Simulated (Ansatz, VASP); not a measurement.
**OsBr3: VASP beside Ansatz**

The input INCAR:

```
PREC = Accurate
ENCUT = 520
EDIFF = 1E-6
ISMEAR = 0
SIGMA = 0.05
LREAL = F
LASPH = T
NELM = 150
ALGO = Normal
ISIF = 2
LWAVE = F
LCHARG = F
ISPIN = 2
MAGMOM = 2.23 0.16 0.16 0.16
LORBIT = 11
LMAXMIX = 4
LDAU = T
LDAUTYPE = 2
LDAUL = 2 -1
LDAUU = 2 0
LDAUJ = 0 0
LDAUPRINT = 1
GGA = PE
NBANDS = 26
```

KPOINTS

```
regular mesh
0
Gamma
  6 6 6
```

POSCAR

```
OsBr3
1.0
    5.1078932879      0.0000000000      0.0000000000
    0.0000000000      5.1078932879      0.0000000000
    0.0000000000      0.0000000000      5.1078932879
Os Br
1 3
Direct
    0.0000000000      0.0000000000      0.0000000000
    0.5000000000      0.0000000000      0.0000000000
    0.0000000000      0.0000000000      0.5000000000
    0.0000000000      0.5000000000      0.0000000000
```

Input for Ansatz:

```yaml
crystal:
  lattice:
    - [5.1078932879, 0.0, 0.0]
    - [0.0, 5.1078932879, 0.0]
    - [0.0, 0.0, 5.1078932879]
  atoms:
    - { symbol: Os, position: [0.0, 0.0, 0.0], spin: 2.45 }
    - { symbol: Br, position: [0.5, 0.0, 0.0] }
    - { symbol: Br, position: [0.0, 0.0, 0.5] }
    - { symbol: Br, position: [0.0, 0.5, 0.0] }
basis:
  ecutwfc: 420
  ecutrho_ratio: 4
kpoints:
  mp_grid: { grid: [6, 6, 6] }
hamiltonian:
  xc: pbe
  hubbard:
    sites:
      - { species: Os, l: d, u_eff: 2.0, starting_ns: start.occupation_matrices }
    ns_hold: { iters: 6 }
scf:
  occupations: { method: gaussian, width: 0.05 }
  lower_state_search: "off"
output:
  forces: true
  stress: true
  eigenvalues: true
  populations: true
  hubbard: { sites: [{ species: Os, l: d }] }
magnetization:
  spin_polarized: true
```

Alike in both runs: task single point; functional PBE; k mesh 6 × 6 × 6; occupations gaussian, width 0.05 eV; collinear spin; Hubbard terms Os d U = 2.0 eV.

|  | VASP | Ansatz |
| --- | --- | --- |
| version | VASP 6.6.1 | Ansatz 0.2.0 |
| potentials or method | VASP PAW PBE potentials, release 64 (Os, Br), cutoff 520 eV | scalar-relativistic, plane waves, PAW |
| valence electrons in the cell | 29 | 37 |

|  | VASP | Ansatz | Ansatz less VASP |
| --- | --- | --- | --- |
| gap on the k mesh at the Fermi level (eV) | none | none | - |
| pressure (GPa) | 1.4 | 1.4 | -0.03 |
| net moment per atom (μB) | 0.77 | 0.77 | -0.001 |
| size of the moment on the site where the two differ most (μB) | 2.68 | 2.03 | -0.648 |

Site moments also hang on the region over which each program counts them. The programs project onto different local orbitals, so the same U acts differently, and such runs can settle in different states. A gap of «none» marks a metal or a gap that the smearing closes. VASP's potentials hold 29 valence electrons a cell and Ansatz's 37, so a difference there can come from the potentials and not from the codes. Ansatz's warnings: filled band counts differ across k points.

Spin-orbit coupling is off throughout.
